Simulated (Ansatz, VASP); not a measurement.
## AlRu in VASP and in Ansatz

INCAR

```
  PREC = Accurate
  ENCUT = 520
  EDIFF = 1E-7
  ISMEAR = 0
  SIGMA = 0.15
  LREAL = False
  LASPH = True
  NELM = 100
  ALGO = Fast
  ISIF = 2
  LWAVE = False
  LCHARG = True
  GGA = PS
  LELF = True
  LVHAR = True
  NBANDS = 25
```

Contents of KPOINTS:

```
regular mesh
0
Gamma
  18 18 18
```

POSCAR

```
AlRu
1.0
   -2.9764078218      0.0000000000     -2.9764078218
    0.0000000000     -2.9764078218     -2.9764078218
   -2.9764078218     -2.9764078218      0.0000000000
Al Ru
2 2
Direct
   -0.0293978531      0.0293978531      0.0293978531
    0.5293978531      0.4706021469      0.4706021469
    0.2500000000      0.2500000000      0.2500000000
    0.7500000000      0.7500000000      0.7500000000
```

Input for Ansatz:

```yaml
crystal:
  lattice:
    - [-2.9764078218, 0.0, -2.9764078218]
    - [0.0, -2.9764078218, -2.9764078218]
    - [-2.9764078218, -2.9764078218, 0.0]
  atoms:
    - { symbol: Al, position: [-0.0293978531, 0.0293978531, 0.0293978531] }
    - { symbol: Al, position: [0.5293978531, 0.4706021469, 0.4706021469] }
    - { symbol: Ru, position: [0.25, 0.25, 0.25] }
    - { symbol: Ru, position: [0.75, 0.75, 0.75] }
basis:
  ecutwfc: 420
kpoints:
  mp_grid: { grid: [18, 18, 18] }
hamiltonian:
  xc: pbesol
scf:
  occupations: { method: gaussian, width: 0.15 }
output:
  forces: true
  stress: true
  eigenvalues: true
```

Change from the starting cell: mode 10 (344.1 1/cm) frozen in, largest displacement +0.175 Å.

Alike in both runs: task single point; functional PBEsol; k mesh 18 × 18 × 18; occupations gaussian, width 0.15 eV; no spin polarisation.

```csv
,VASP,Ansatz
version,VASP 6.6.1,Ansatz 0.2.0
potentials or method,"VASP PAW PBE potentials, release 64 (Al, Ru_pv), cutoff 520 eV","scalar-relativistic, plane waves, PAW"
valence electrons in the cell,34,38
```

VASP gave:

| Item | Value |
| --- | --- |
| gap on the k mesh at the Fermi level (eV) | none |
| pressure (GPa) | 3.1 |
| traceless stress, the component that is largest in VASP (GPa) | 0.74 |
| rms of the force components (eV/Å) | 0.919 |

**Question.** Which values does Ansatz return?

**Answer.** gap on the k mesh at the Fermi level (eV): none; pressure (GPa): 3.0; traceless stress, the component that is largest in VASP (GPa): 0.74; rms of the force components (eV/Å): 0.916.

VASP's potentials were made for PBE, not for PBEsol. Atom by atom the forces differ by 0.004 eV/Å (rms over components). A gap of «none» marks a metal or a gap that the smearing closes. With one functional, cell and mesh, what is left measures potentials, basis and numerics. VASP's potentials hold 34 valence electrons a cell and Ansatz's 38, so a difference there can come from the potentials and not from the codes.
